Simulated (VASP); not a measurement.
Set up this calculation in VASP 6.6.1, as the native input.

```
Task                   : single point
Functional             : PBE
Potentials or basis    : VASP PAW PBE potentials, release 64 (Si, W_sv)
Cutoff                 : 520 eV
k mesh                 : 11 × 11 × 3
Occupations            : gaussian, width 0.1 eV
Spin                   : no spin polarisation
Dipole correction      : yes
Further INCAR settings : ALGO = Normal; EDIFF = 1e-06; NBANDS = 43
```

The structure of Si2W lies in POSCAR:

```
Si2W
1.0
    3.2289953143      0.0000000000      0.0000000000
    0.0000000000      3.2289953143      0.0000000000
    0.0000000000      0.0000000000     25.4695770724
Si W
6 3
Direct
    0.0000000000      0.0000000000      0.2944689650
    0.0000000000      0.0000000000      0.3966594848
    0.5000000000      0.5000000000      0.4489047401
    0.5000000000      0.5000000000      0.5510952599
    0.0000000000      0.0000000000      0.6033405152
    0.0000000000      0.0000000000      0.7055310350
    0.5000000000      0.5000000000      0.3455642249
    0.0000000000      0.0000000000      0.5000000000
    0.5000000000      0.5000000000      0.6544357751
```

These files were run (other wordings do the same):

INCAR

```
SYSTEM = Si2W
ALGO = Normal ; DIPOL = 0.5 0.5 0.500
EDIFF = 1E-6 ; ENCUT = 520
GGA = PE ; IDIPOL = 3
ISIF = 2 ; ISMEAR = 0
LASPH = .True. ; LCHARG = .False.
LDIPOL = .True. ; LREAL = .False.
LWAVE = .False. ; NBANDS = 43
NELM = 60 ; PREC = Accurate
SIGMA = 0.1
```

KPOINTS

```
k-points
0
Gamma
  11 11 3
  0 0 0
```

Potentials or basis: VASP PAW PBE potentials, release 64 (Si, W_sv).

Command:

```console
$ cat potpaw_PBE.64/Si/POTCAR potpaw_PBE.64/W_sv/POTCAR > POTCAR
$ mpirun -np 1 vasp_std > vasp.out
```

It gave:

```yaml
Largest_force: 0.407 eV/Å
Band_gap_on_the_k_mesh: zero (bands 33 and 34 overlap by 0.74 eV)
```

Caveat: spin-orbit coupling is left out, which moves the levels of the heavy elements.

Run time: 20 min on 1 thread of Intel Xeon 8259CL, with other jobs on the host, peak memory 0.57 GiB.
